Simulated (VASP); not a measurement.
# Ge2Sb2Te5 (P-3m1) in VASP: a series of runs

Ge2Sb2Te5 is run at these levels: PBE; tasks: single point.

Everything below comes from runs of VASP 6.6.1. Logs are shortened: lines on timing, memory, paths and dates and some standing lists are left out, and cuts for length are marked.

**1. The cell of the first run**

Symmetry: P-3m1, No. 164, trigonal system. Conventional cell: a = 4.192 Å, b = 4.192 Å, c = 17.006 Å, α = 90.00°, β = 90.00°, γ = 120.00°. Ge (site symmetry 3m) has 6 Te at 2.81 to 3.15 Å within 3.7 Å. Sb (site symmetry 3m) has 6 Te at 2.99 to 3.14 Å within 3.9 Å. Within 4.2 Å of Te (site symmetry -3m) lie 6 Sb at 3.14 Å and 6 Te at 4.19 Å. Te (site symmetry 3m) has 3 Sb at 2.99 Å and 3 Ge at 3.15 Å within 3.9 Å. Te (site symmetry 3m) has 3 Ge at 2.81 Å and 3 Te at 3.57 Å within 3.7 Å.

**2. Single point, PBE (28.76 Å³/atom)**

Contents of INCAR:

```
SYSTEM = Ge2Sb2Te5
ALGO = Normal ; EDIFF = 1E-6
ENCUT = 520 ; GGA = PE
ISIF = 2 ; ISMEAR = 0
LASPH = .TRUE. ; LCHARG = .FALSE.
LREAL = .FALSE. ; LWAVE = .FALSE.
NBANDS = 44 ; NELM = 80
PREC = Accurate ; SIGMA = 0.1
```

Contents of KPOINTS:

```
k-points
0
G
  12 12 2
  0 0 0
```

Contents of POSCAR:

```
Ge2Sb2Te5
1.0
    4.1922459346      0.0000000000      0.0000000000
   -2.0961229673      3.6305914783      0.0000000000
    0.0000000000      0.0000000000     17.0060324181
Ge Sb Te
2 2 5
Direct
    0.0000000000      0.0000000000      0.3394949568
    0.0000000000      0.0000000000      0.6605050432
    0.3333333333      0.6666666667      0.1174296769
    0.6666666667      0.3333333333      0.8825703231
    0.0000000000      0.0000000000      0.0000000000
    0.3333333333      0.6666666667      0.7791510244
    0.6666666667      0.3333333333      0.2208489756
    0.3333333333      0.6666666667      0.4229773672
    0.6666666667      0.3333333333      0.5770226328
```

Potentials or basis: VASP PAW PBE potentials, release 64 (Ge_d, Sb, Te).

Run with:

```sh
cat potpaw_PBE.64/Ge_d/POTCAR potpaw_PBE.64/Sb/POTCAR potpaw_PBE.64/Te/POTCAR > POTCAR
mpirun -np 1 vasp_std > vasp.out
```

OUTCAR:

```text
SYSTEM = Ge2Sb2Te5
   EDIFF = 1E-6
   ENCUT = 520
   GGA = PE
   ISIF = 2
   ISMEAR = 0
   LASPH = .TRUE.
   LREAL = .FALSE.
   NELM = 80
   PREC = Accurate

 ion  position               nearest neighbor table
   1  0.000  0.000  0.339-   8 2.81   8 2.81   8 2.81   7 3.15   7 3.15   7 3.15
   2  0.000  0.000  0.661-   9 2.81   9 2.81   9 2.81   6 3.15   6 3.15   6 3.15
   3  0.333  0.667  0.117-   7 2.99   7 2.99   7 2.99   5 3.14   5 3.14   5 3.14
   4  0.667  0.333  0.883-   6 2.99   6 2.99   6 2.99   5 3.14   5 3.14   5 3.14
   5  0.000  0.000  0.000-   3 3.14   4 3.14   4 3.14   3 3.14   4 3.14   3 3.14
   6  0.333  0.667  0.779-   4 2.99   4 2.99   4 2.99   2 3.15   2 3.15   2 3.15
   7  0.667  0.333  0.221-   3 2.99   3 2.99   3 2.99   1 3.15   1 3.15   1 3.15
   8  0.333  0.667  0.423-   1 2.81   1 2.81   1 2.81   9 3.57   9 3.57   9 3.57
   9  0.667  0.333  0.577-   2 2.81   2 2.81   2 2.81   8 3.57   8 3.57   8 3.57

  LATTYP: Found a hexagonal cell.
 ALAT       =     4.1922459346
 C/A-ratio  =     4.0565445547

  Lattice vectors:

 A1 = (   4.1922459346,   0.0000000000,   0.0000000000)
 A2 = (  -2.0961229673,   3.6305914783,   0.0000000000)
 A3 = (   0.0000000000,   0.0000000000,  17.0060324181)

Analysis of symmetry for initial positions (statically):
=====================================================================
 Subroutine PRICEL returns:
 Original cell was already a primitive cell.

 Routine SETGRP: Setting up the symmetry group for a
 hexagonal supercell.

 Subroutine GETGRP returns: Found 12 space group operations
 (whereof 12 operations were pure point group operations)
 out of a pool of 24 trial point group operations.

The static configuration has the point symmetry D_3d.

Analysis of symmetry for dynamics (positions and initial velocities):
=====================================================================
 Subroutine PRICEL returns:
 Original cell was already a primitive cell.

 Routine SETGRP: Setting up the symmetry group for a
 hexagonal supercell.

 Subroutine GETGRP returns: Found 12 space group operations
 (whereof 12 operations were pure point group operations)
 out of a pool of 24 trial point group operations.

The dynamic configuration has the point symmetry D_3d.

 Subroutine INISYM returns: Found 12 space group operations
 (whereof 12 operations are pure point group operations),
 and found     1 'primitive' translations

[... 109 lines left out ...]
   LREAL  =      F    real-space projection
   EDIFFG = 0.1E-04   stopping-criterion for IOM
   NSW    =      0    number of steps for IOM
   IBRION =     -1    ionic relax: 0-MD 1-quasi-New 2-CG
   NFREE  =      0    steps in history (QN), initial steepest desc. (CG)
   ISIF   =      2    stress and relaxation
   ISYM   =      2    0-nonsym 1-usesym 2-fastsym
   POTIM  = 0.5000    time-step for ionic-motion
   TEBEG  =    0.0;   TEEND  =   0.0 temperature during run
   PSTRESS=    0.0 pullay stress
   NELECT =      68.0000    total number of electrons
   NUPDOWN=      -1.0000    fix difference up-down
   EMIN   =  10.00;   EMAX   =-10.00  energy-range for DOS
   EFERMI =   0.00;   METHOD = LEGACY
   ISMEAR =     0;   SIGMA  =   0.10  broadening in eV -4-tet -1-fermi 0-gaus
   EFERMI_NEDOS =   21; number of points for ismear=-14 and -15
   IALGO  =     38    algorithm
   IMIX   =      4    mixing-type and parameters
     AMIX     =   0.40;   BMIX     =  1.00
     AMIX_MAG =   1.60;   BMIX_MAG =  1.00
  volume/ion in A,a.u.               =      28.76       194.08
  Fermi-wavevector in a.u.,A,eV,Ry     =   1.048501  1.981379 14.957618  1.099354
  Thomas-Fermi vector in A             =   2.183425
   LORBIT       =      0    0 simple, 1 ext, 2 COOP (PROOUT), +10 PAW based schemes
   GGA     = PE    functional components
   LHFCALC =     F    Hartree Fock is set to
   AEXX    =    0.0000 exact exchange contribution
   IVDW    =     0    specifies the selected vdW correction
   LEPSILON=     F    determine dielectric tensor
   LRPA    =     F    only Hartree local field effects (RPA)
 non-spin polarized calculation
 Gauss-broadening in eV      SIGMA  =   0.10
  energy-cutoff  :      520.00
  volume of cell :      258.84
 maximum number of plane-waves:      7026
 NGX is ok and might be reduce to    32
   NGX = 15   NGY = 15   NGZ = 63

 number of electron      68.0000036 magnetization

 Free energy of the ion-electron system (eV)
  ---------------------------------------------------
  ext. energy  EPLUGINS =         0.00000000
  ---------------------------------------------------
  free energy    TOTEN  =       -33.65401136 eV

  energy without entropy =      -33.64709018  energy(sigma->0) =      -33.65055077

 E-fermi :   7.0448     XC(G=0):  -9.6639

 val. band max:        7.0376797501   @ k =   0.5000   0.0000   0.5000
 cond. band min:       7.0639523207   @ k =   0.1667   0.0000   0.0000
 fundamental gap:      0.0262725705
 Fermi energy:         7.0448218595

 k-point     1 :       0.0000    0.0000    0.0000
  band No.  band energies     occupation
      1     -17.8898      2.00000
      2     -17.8898      2.00000
      3     -17.8898      2.00000
      4     -17.8898      2.00000
      5     -17.8773      2.00000
      6     -17.8773      2.00000
[... 1117 lines left out ...]
     43      10.0042      0.00000
     44      10.0959      0.00000

 [... further k-points ...]
[... 5 lines left out ...]
  --------------------------------------------------------------------------------------
  -------------------------------------------------------------------------------------
  Total        5.1872350      5.1872350      5.1747992     -0.0000000      0.0000000      0.0000000
  in kB       32.1084521     32.1084521     32.0314755     -0.0000000      0.0000000      0.0000000
  external PRESSURE =      32.0827933 kB  Pullay stress =       0.0000000 kB

 VOLUME and BASIS-vectors are now :
 -----------------------------------------------------------------------------
  energy-cutoff  :      520.00
  volume of cell :      258.84
      direct lattice vectors                 reciprocal lattice vectors
     4.192245935  0.000000000  0.000000000     0.238535624  0.137718607  0.000000000
    -2.096122967  3.630591478  0.000000000     0.000000000  0.275437213  0.000000000
     0.000000000  0.000000000 17.006032418     0.000000000  0.000000000  0.058802663

 POSITION                                       TOTAL-FORCE (eV/Angst)
 -----------------------------------------------------------------------------------
      0.00000      0.00000      5.77346         0.000000     -0.000000     -0.018259
      0.00000      0.00000     11.23257        -0.000000      0.000000      0.018259
     -0.00000      2.42039      1.99701        -0.000000     -0.000000     -0.014348
      2.09612      1.21020     15.00902         0.000000      0.000000      0.014348
      0.00000      0.00000      0.00000         0.000000      0.000000      0.000000
     -0.00000      2.42039     13.25027         0.000000      0.000000     -0.012978
      2.09612      1.21020      3.75576        -0.000000     -0.000000      0.012978
     -0.00000      2.42039      7.19317        -0.000000      0.000000      0.021075
      2.09612      1.21020      9.81287         0.000000      0.000000     -0.021075
 -----------------------------------------------------------------------------------
    total drift:                                0.000000     -0.000000      0.000000

  FREE ENERGIE OF THE ION-ELECTRON SYSTEM (eV)
  ---------------------------------------------------
  free  energy   TOTEN  =       -33.6540113571 eV

  energy  without entropy=      -33.6470901819  energy(sigma->0) =      -33.65055077
```

OSZICAR:

```text
N       E                     dE             d eps       ncg     rms          rms(c)
DAV:   1     0.612228479934E+03    0.61223E+03   -0.27355E+04  4184   0.211E+03
DAV:   2     0.687134550216E+02   -0.54352E+03   -0.52136E+03  3568   0.620E+02
DAV:   3    -0.271385312510E+02   -0.95852E+02   -0.92291E+02  4008   0.154E+02
DAV:   4    -0.336424662143E+02   -0.65039E+01   -0.64109E+01  3992   0.472E+01
DAV:   5    -0.338740262219E+02   -0.23156E+00   -0.23084E+00  4628   0.915E+00    0.125E+01
DAV:   6    -0.337598454991E+02    0.11418E+00   -0.18474E+00  4852   0.552E+00    0.914E+00
DAV:   7    -0.339457329189E+02   -0.18589E+00   -0.31968E+00  4388   0.638E+00    0.317E+00
DAV:   8    -0.336456799029E+02    0.30005E+00   -0.10705E+00  4596   0.425E+00    0.673E-01
DAV:   9    -0.336561670154E+02   -0.10487E-01   -0.14469E-01  3780   0.126E+00    0.654E-01
DAV:  10    -0.336550230621E+02    0.11440E-02   -0.77516E-03  4660   0.352E-01    0.579E-01
DAV:  11    -0.336554444796E+02   -0.42142E-03   -0.58103E-04  3848   0.111E-01    0.420E-01
DAV:  12    -0.336539951232E+02    0.14494E-02   -0.28233E-03  3868   0.221E-01    0.269E-01
DAV:  13    -0.336540247714E+02   -0.29648E-04   -0.91404E-04  4040   0.932E-02    0.180E-01
DAV:  14    -0.336540300976E+02   -0.53262E-05   -0.25999E-05  4040   0.228E-02    0.182E-01
DAV:  15    -0.336540277669E+02    0.23307E-05   -0.21739E-06  3120   0.709E-03    0.189E-01
DAV:  16    -0.336540020524E+02    0.25714E-04   -0.15927E-04  4504   0.675E-02    0.158E-01
DAV:  17    -0.336540120128E+02   -0.99603E-05   -0.91317E-05  3612   0.297E-02    0.158E-01
DAV:  18    -0.336540113571E+02    0.65570E-06   -0.44887E-06  3340   0.994E-03
   1 F= -.33654011E+02 E0= -.33650551E+02  d E =-.692118E-02
```

stdout:

```text
POSCAR found type information on POSCAR GeSbTe
 POSCAR found :  3 types and       9 ions
 scaLAPACK will be used
 LDA part: xc-table for (Slater+PW92), standard interpolation
 POSCAR, INCAR and KPOINTS ok, starting setup
 FFT: planning ... GRIDC
 FFT: planning ... GRID_SOFT
 FFT: planning ... GRID
 WAVECAR not read
 entering main loop
```

Wall time 5.8 min (1 thread of Intel Xeon 6975P-C (Granite Rapids), shared host); peak memory 0.58 GiB.

Results:

```yaml
Free_energy: -33.6540 eV
Pressure: 3.2 GPa
Largest_force: 0.021 eV/Å
Band_gap_on_the_k_mesh: zero (bands 34 and 35 overlap by 0.04 eV)
```

Forces in eV/Å, atoms in the order of the input:
```
Ge   0.000  0.000 -0.018
Ge   0.000  0.000  0.018
Sb   0.000  0.000 -0.014
Sb   0.000  0.000  0.014
Te   0.000  0.000  0.000
Te   0.000  0.000 -0.013
Te   0.000  0.000  0.013
Te   0.000  0.000  0.021
Te   0.000  0.000 -0.021
```

Caveat: the cell stands under pressure; spin-orbit coupling is left out, which moves the levels of the heavy elements.

**3. Single point, PBE (29.71 Å³/atom)**

This run uses another cell than the first one, of 29.71 Å³/atom.

Contents of INCAR:

```
SYSTEM = Ge2Sb2Te5
PREC = Accurate
ENCUT = 520
EDIFF = 1E-6
ISMEAR = 0
SIGMA = 0.1
LREAL = .False.
LASPH = .True.
NELM = 80
ALGO = Normal
ISIF = 2
LWAVE = .False.
LCHARG = .False.
GGA = PE
NBANDS = 44
```

Contents of KPOINTS:

```
Automatic mesh
0
Gamma
  12 12 2
  0 0 0
```

Contents of POSCAR:

```
Ge2Sb2Te5
1.0
    4.2252521902      0.0000000000      0.0000000000
   -2.1126260951      3.6591757341      0.0000000000
    0.0000000000      0.0000000000     17.2932929016
Ge Sb Te
2 2 5
Direct
    0.0000000000      0.0000000000      0.3383452028
    0.0000000000      0.0000000000      0.6616547972
    0.3333333333      0.6666666667      0.1160939559
    0.6666666667      0.3333333333      0.8839060441
    0.0000000000      0.0000000000      0.0000000000
    0.3333333333      0.6666666667      0.7825461843
    0.6666666667      0.3333333333      0.2174538157
    0.3333333333      0.6666666667      0.4202826846
    0.6666666667      0.3333333333      0.5797173154
```

Potentials or basis: VASP PAW PBE potentials, release 64 (Ge_d, Sb, Te).

Run with:

```sh
cat potpaw_PBE.64/Ge_d/POTCAR potpaw_PBE.64/Sb/POTCAR potpaw_PBE.64/Te/POTCAR > POTCAR
mpirun -np 1 vasp_std > vasp.out
```

It took 8.5 min on 1 thread of Intel Xeon 6975P-C (Granite Rapids), shared host; peak memory 0.61 GiB.

It converged, with:

| Item | Value |
| --- | --- |
| Free energy | -33.7781 eV |
| Pressure | 1.7 GPa |
| Largest force | 0.017 eV/Å |
| Band gap on the k mesh | zero (filled and empty bands overlap) |

Forces in eV/Å, atoms in the order of the input:
```
Ge   0.000  0.000 -0.017
Ge   0.000  0.000  0.017
Sb   0.000  0.000 -0.013
Sb   0.000  0.000  0.013
Te   0.000  0.000  0.000
Te   0.000  0.000 -0.013
Te   0.000  0.000  0.013
Te   0.000  0.000  0.017
Te   0.000  0.000 -0.017
```

Levels at points of the mesh, in eV from the Fermi level:
```tsv
k point	band 31	band 32	band 33	band 34	band 35	band 36	band 37	band 38
(0.00, 0.00, 0.00)	-1.47	-1.35	-1.07	-0.10	0.02	0.02	0.49	0.97
(0.50, 0.00, 0.00)	-2.02	-1.90	-1.21	-1.18	0.24	0.54	0.59	1.39
(0.00, 0.00, 0.50)	-1.54	-1.54	-0.98	-0.12	0.07	0.07	0.50	0.84
(0.50, 0.00, 0.50)	-2.31	-2.06	-1.73	-0.53	0.00	0.41	0.94	1.60
```

Caveat: spin-orbit coupling is left out, which moves the levels of the heavy elements.

The gap in the log of VASP goes by the Fermi energy; the results here count the filled bands.